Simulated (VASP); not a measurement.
# ZrO2 (P4_2/nmc) in VASP: vibrations by perturbation theory with PBEsol

Aim: the vibrations by perturbation theory of ZrO2 with PBEsol.

Program: VASP 6.6.1. These are calculated values, not measurements. Logs are shortened: lines on timing, memory, paths and dates and some standing lists are left out, and cuts for length are marked.

## (1) The cell of the first run

Symmetry: P4_2/nmc, No. 137, tetragonal system. The conventional cell has a = 3.584 Å, b = 3.584 Å, c = 5.177 Å, α = 90.00°, β = 90.00°, γ = 90.00°. Zr (site symmetry -4m2) has 8 O at 2.07 to 2.37 Å within 2.7 Å. O (site symmetry 2mm) has 4 Zr at 2.07 to 2.37 Å and 6 O at 2.58 to 2.59 Å within 2.7 Å.

## (2) Vibrations by perturbation theory, PBEsol

The input, INCAR:

```
SYSTEM = ZrO2
PREC = Accurate ; ENCUT = 600
EDIFF = 1E-8 ; ISMEAR = 0
SIGMA = 0.01 ; LREAL = .False.
LASPH = .True. ; NELM = 120
ALGO = Normal ; ISIF = 2
LWAVE = .False. ; LCHARG = .False.
GGA = PS ; NBANDS = 33
IBRION = 8 ; NSW = 1
LEPSILON = .True. ; GGA_COMPAT = .False.
```

The input, KPOINTS:

```
Automatic mesh
0
Gamma
  6 6 4
  0 0 0
```

The input, POSCAR:

```
ZrO2
1.0
    3.5844944187      0.0000000000      0.0000000000
    0.0000000000      3.5844944187      0.0000000000
    0.0000000000      0.0000000000      5.1772030346
Zr O
2 4
Direct
    0.0000000000      0.0000000000      0.0000000000
    0.5000000000      0.5000000000      0.5000000000
    0.0000000000      0.5000000000      0.2985195879
    0.0000000000      0.5000000000      0.7985195879
    0.5000000000      0.0000000000      0.7014804121
    0.5000000000      0.0000000000      0.2014804121
```

Potentials or basis: VASP PAW PBE potentials, release 64 (Zr_sv, O).

On the command line:

```console
> cat potpaw_PBE.64/Zr_sv/POTCAR potpaw_PBE.64/O/POTCAR > POTCAR
> mpirun -np 1 vasp_std > vasp.out
```

OUTCAR:

```text
SYSTEM = ZrO2
   PREC = Accurate
   ENCUT = 600
   EDIFF = 1E-8
   ISMEAR = 0
   LREAL = .False.
   LASPH = .True.
   NELM = 120
   ISIF = 2
   GGA = PS
   IBRION = 8
   NSW = 1
   LEPSILON = .True.

 ion  position               nearest neighbor table
   1  0.000  0.000  0.000-   4 2.07   6 2.07   4 2.07   6 2.07   3 2.37   5 2.37   5 2.37   3 2.37
                             2 3.62   2 3.62   2 3.62   2 3.62   2 3.62   2 3.62   2 3.62   2 3.62
   2  0.500  0.500  0.500-   3 2.07   5 2.07   5 2.07   3 2.07   4 2.37   6 2.37   6 2.37   4 2.37
                             1 3.62   1 3.62   1 3.62   1 3.62   1 3.62   1 3.62   1 3.62   1 3.62
   3  0.000  0.500  0.299-   2 2.07   2 2.07   1 2.37   1 2.37
   4  0.000  0.500  0.799-   1 2.07   1 2.07   2 2.37   2 2.37
   5  0.500  0.000  0.701-   2 2.07   2 2.07   1 2.37   1 2.37
   6  0.500  0.000  0.201-   1 2.07   1 2.07   2 2.37   2 2.37

  LATTYP: Found a simple tetragonal cell.
 ALAT       =     3.5844944187
 C/A-ratio  =     1.4443328486

  Lattice vectors:

 A1 = (   3.5844944187,   0.0000000000,   0.0000000000)
 A2 = (   0.0000000000,   3.5844944187,   0.0000000000)
 A3 = (   0.0000000000,   0.0000000000,   5.1772030346)

Analysis of symmetry for initial positions (statically):
=====================================================================
 Subroutine PRICEL returns:
[... 1207 lines left out ...]
  2X     0.391197    0.000000    0.000000   -8.791973    0.000000    0.000000    7.983874    0.000000    0.000000   -1.599772    0.000000    0.000000    1.218664    0.000000    0.000000    0.798009    0.000000    0.000000
  2Y     0.000000    0.391197    0.000000    0.000000   -8.791973    0.000000    0.000000    1.218664    0.000000    0.000000    0.798009    0.000000    0.000000    7.983874    0.000000    0.000000   -1.599772    0.000000
  2Z     0.000000    0.000000   14.740720    0.000000    0.000000  -24.340698    0.000000    0.000000    5.986861    0.000000    0.000000   -1.186872    0.000000    0.000000    5.986861    0.000000    0.000000   -1.186872
  3X     0.779815    0.000000    0.000000    7.994720    0.000000    0.000000  -16.834590    0.000000    0.000000    0.809608    0.000000    0.000000    0.396875    0.000000    0.000000    6.853573    0.000000    0.000000
  3Y     0.000000   -1.597629    0.000000    0.000000    1.224914    0.000000    0.000000   -6.026711    0.000000    0.000000    0.795902    0.000000    0.000000    0.401395    0.000000    0.000000    5.202129    0.000000
  3Z     0.000000    0.000000   -1.186489    0.000000    0.000000    5.977469    0.000000    0.000000  -13.158988    0.000000    0.000000    8.392997    0.000000    0.000000    1.285929    0.000000    0.000000   -1.310918
  4X     1.224914    0.000000    0.000000   -1.597629    0.000000    0.000000    0.795902    0.000000    0.000000   -6.026711    0.000000    0.000000    5.202129    0.000000    0.000000    0.401395    0.000000    0.000000
  4Y     0.000000    7.994720    0.000000    0.000000    0.779815    0.000000    0.000000    0.809608    0.000000    0.000000  -16.834590    0.000000    0.000000    6.853573    0.000000    0.000000    0.396875    0.000000
  4Z     0.000000    0.000000    5.977469    0.000000    0.000000   -1.186489    0.000000    0.000000    8.392997    0.000000    0.000000  -13.158988    0.000000    0.000000   -1.310918    0.000000    0.000000    1.285929
  5X    -1.597629    0.000000    0.000000    1.224914    0.000000    0.000000    0.401395    0.000000    0.000000    5.202129    0.000000    0.000000   -6.026711    0.000000    0.000000    0.795902    0.000000    0.000000
  5Y     0.000000    0.779815    0.000000    0.000000    7.994720    0.000000    0.000000    0.396875    0.000000    0.000000    6.853573    0.000000    0.000000  -16.834590    0.000000    0.000000    0.809608    0.000000
  5Z     0.000000    0.000000   -1.186489    0.000000    0.000000    5.977469    0.000000    0.000000    1.285929    0.000000    0.000000   -1.310918    0.000000    0.000000  -13.158988    0.000000    0.000000    8.392997
  6X     7.994720    0.000000    0.000000    0.779815    0.000000    0.000000    6.853573    0.000000    0.000000    0.396875    0.000000    0.000000    0.809608    0.000000    0.000000  -16.834590    0.000000    0.000000
  6Y     0.000000    1.224914    0.000000    0.000000   -1.597629    0.000000    0.000000    5.202129    0.000000    0.000000    0.401395    0.000000    0.000000    0.795902    0.000000    0.000000   -6.026711    0.000000
  6Z     0.000000    0.000000    5.977469    0.000000    0.000000   -1.186489    0.000000    0.000000   -1.310918    0.000000    0.000000    1.285929    0.000000    0.000000    8.392997    0.000000    0.000000  -13.158988

 Eigenvectors and eigenvalues of the dynamical matrix
 ----------------------------------------------------

   1 f  =   19.206083 THz   120.675379 2PiTHz  640.645971 cm-1    79.429941 meV
             X         Y         Z           dx          dy          dz
      0.000000  0.000000  0.000000    -0.000000    0.000000    0.000000
      1.792247  1.792247  2.588602     0.000000   -0.000000   -0.000000
      0.000000  1.792247  1.545497    -0.000000    0.000000   -0.500000
      0.000000  1.792247  4.134098     0.000000   -0.000000    0.500000
      1.792247  0.000000  3.631707    -0.000000    0.000000    0.500000
      1.792247  0.000000  1.043105     0.000000   -0.000000   -0.500000
[... 145 lines left out ...]
  18 f/i=    0.004098 THz     0.025746 2PiTHz    0.136679 cm-1     0.016946 meV
             X         Y         Z           dx          dy          dz
      0.000000  0.000000  0.000000     0.000000   -0.000000   -0.608255
      1.792247  1.792247  2.588602     0.000000   -0.000000   -0.608255
      0.000000  1.792247  1.545497     0.000000   -0.000000   -0.254976
      0.000000  1.792247  4.134098     0.000000   -0.000000   -0.254976
      1.792247  0.000000  3.631707     0.000000   -0.000000   -0.254976
      1.792247  0.000000  1.043105     0.000000   -0.000000   -0.254976

--------------------------------------------------------------------------------------------------------

 MACROSCOPIC STATIC DIELECTRIC TENSOR IONIC CONTRIBUTION
 ------------------------------------------------------
          59.500759    -0.000000     0.000000
          -0.000000    59.500759     0.000000
           0.000000     0.000000    13.967211
 ------------------------------------------------------

 ELASTIC MODULI CONTR FROM IONIC RELAXATION (kBar)
 Direction    XX          YY          ZZ          XY          YZ          ZX
 --------------------------------------------------------------------------------
 XX        -753.7749    228.3977   -583.0178      0.0000      0.0000     -0.0000
 YY         228.3977   -753.7749   -583.0178      0.0000     -0.0000      0.0000
 ZZ        -583.0178   -583.0178  -1293.9646      0.0000     -0.0000      0.0000
 XY           0.0000      0.0000      0.0000      0.0000      0.0000      0.0000
 YZ           0.0000     -0.0000     -0.0000      0.0000   -684.7425     -0.0000
 ZX          -0.0000      0.0000      0.0000      0.0000     -0.0000   -687.3982
 --------------------------------------------------------------------------------

 PIEZOELECTRIC TENSOR IONIC CONTR  for field in x, y, z        (C/m^2)
          XX          YY          ZZ          XY          YZ          ZX
  --------------------------------------------------------------------------------
  x    -0.00000    -0.00000    -0.00000     0.00000    -0.00000     0.00000
  y    -0.00000    -0.00000    -0.00000     0.00000     0.00000     0.00000
  z     0.00000    -0.00000    -0.00000     0.00000     0.00000    -0.00000
```

Run time: 35 min. Hardware: 1 thread of AMD EPYC 9R45 (Zen 5), shared host; peak memory 0.62 GiB.

What came out:

```yaml
Electronic_dielectric_tensor_diagonal: 5.79, 5.79, 5.18
Born_charges_mean_of_the_diagonal: Zr +5.49; O -2.75 e
Highest_phonon_frequency_at_Γ_LO-TO_splitting_left_out: 641 cm⁻¹
```

Phonon frequencies in cm⁻¹ (negative: imaginary):
| q point | frequencies |
| --- | --- |
| (0.000, 0.000, 0.000) | 0 0 0 116 116 136 136 284 306 332 439 439 442 442 587 640 640 641 |

Electronic dielectric tensor:
```
5.79 0.00 0.00
0.00 5.79 0.00
0.00 0.00 5.18
```

Born effective charge tensors (e):
atom 1, Zr
```
5.76 0.00 0.00
0.00 5.76 0.00
0.00 0.00 4.96
```
atom 2, Zr
```
5.76 0.00 0.00
0.00 5.76 0.00
0.00 0.00 4.96
```
atom 3, O
```
-3.64  0.00  0.00
 0.00 -2.12  0.00
 0.00  0.00 -2.48
```
atom 4, O
```
-2.12  0.00  0.00
 0.00 -3.64  0.00
 0.00  0.00 -2.48
```
atom 5, O
```
-2.12  0.00  0.00
 0.00 -3.64  0.00
 0.00  0.00 -2.48
```
atom 6, O
```
-3.64  0.00  0.00
 0.00 -2.12  0.00
 0.00  0.00 -2.48
```
